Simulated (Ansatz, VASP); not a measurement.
## MgB2: VASP beside Ansatz

```xyz
3
Lattice="3.0755 0.0000 0.0000 -1.5377 2.6634 0.0000 0.0000 0.0000 3.5259" Properties=species:S:1:pos:R:3 pbc="T T T"
Mg    0.0000    0.0000    0.0000
B     0.0000    1.7756    1.7629
B     1.5377    0.8878    1.7629
```

Alike in both runs: functional PBE; k mesh 15 × 15 × 12; occupations fermi-dirac, width 0.15 eV; no spin polarisation.

Ansatz relaxed the structure, and its values are those at the end. VASP's run is a single point on that final structure, the one shown.

```csv
,VASP,Ansatz
version,VASP 6.6.1,Ansatz 0.2.0
potentials or method,"VASP PAW PBE potentials, release 64 (Mg, B), cutoff 520 eV","scalar-relativistic, plane waves, PAW"
valence electrons in the cell,8,16
```

|  | VASP | Ansatz | Ansatz less VASP |
| --- | --- | --- | --- |
| gap on the k mesh at the Fermi level (eV) | none | none | - |
| pressure (GPa) | -0.3 | 0.0 | +0.26 |

A gap of «none» marks a metal or a gap that the smearing closes. The functional is the same, so the differences come from potentials, cutoffs and numerics. VASP's potentials hold 8 valence electrons a cell and Ansatz's 16, so a difference there can come from the potentials and not from the codes.
